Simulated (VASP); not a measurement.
# WC: single point with LDA

Crystal: WC.

```
CELL_PARAMETERS angstrom
2.88514 0.00000 0.00000
-1.44257 2.49860 0.00000
0.00000 0.00000 2.80965
ATOMIC_POSITIONS crystal
W 0.00000 0.00000 0.00000
C 0.66667 0.33333 0.50000
```

```
Program                : VASP 6.6.1
Task                   : single point
Functional             : LDA
Potentials or basis    : VASP PAW LDA potentials, release 64 (W_sv, C_h)
Cutoff                 : 1300 eV
k mesh                 : 11 × 11 × 9
Occupations            : fermi-dirac, width 0.05 eV
Spin                   : no spin polarisation
Dipole correction      : no
Further INCAR settings : ALGO = Normal; EDIFF = 1e-06; NBANDS = 16
```

| Property | Result |
| --- | --- |
| Pressure | 2.7 GPa |
| Band gap on the k mesh | zero (bands 9 and 10 overlap by 1.29 eV) |

Stress tensor (GPa, compression positive):
```
2.49 0.00 0.00
0.00 2.49 0.00
0.00 0.00 2.98
```

Levels at points of the mesh, in eV from the Fermi level:
```csv
k point,band 5,band 6,band 7,band 8,band 9,band 10,band 11,band 12,band 13,band 14
"(0.00, 0.00, 0.00)",-14.52,-4.52,-3.51,-3.51,0.09,3.25,3.25,5.69,5.69,6.59
```

Wall time 97 s on 1 thread of Intel(R) Xeon(R) Platinum 8259CL CPU @ 2.50GHz (Skylake/Cascade Lake), on a shared host, peak memory 0.25 GiB.

Caveat: spin-orbit coupling is left out, which moves the levels of the heavy elements.
